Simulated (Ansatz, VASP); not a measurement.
One calculation of Li, two programs

```
Li
1.0
     1.59701    0.92204    7.58830
    -1.59701    0.92204    7.58830
     0.00000   -1.84407    7.58830
Li
3
Cartesian
  0.0000 0.0000 0.0000
  0.0000 0.0000 5.0538
  0.0000 0.0000 17.7111
```

Change from the starting cell: equal xx and yy strain of +3 %.

Alike in both runs: task single point; functional PBEsol; k mesh 12 × 12 × 12; occupations fermi-dirac, width 0.05 eV; no spin polarisation.

|  | VASP | Ansatz |
| --- | --- | --- |
| version | VASP 6.6.1 | Ansatz 0.2.0 |
| potentials or method | VASP PAW PBE potentials, release 64 (Li_sv), cutoff 520 eV | all-electron LAPW, scalar-relativistic |

|  | VASP | Ansatz | Ansatz less VASP |
| --- | --- | --- | --- |
| rms of the force components (eV/Å) | 0.004 | 0.004 | -0.0001 |

VASP's potentials were made for PBE, not for PBEsol. Atom by atom the forces differ by 0.000 eV/Å (rms over components). Ansatz ran all-electron here, and VASP with PAW potentials.

Noted on VASP's run: the cutoff is under 1.25 times that of the potentials, so the pressure is a little rough.
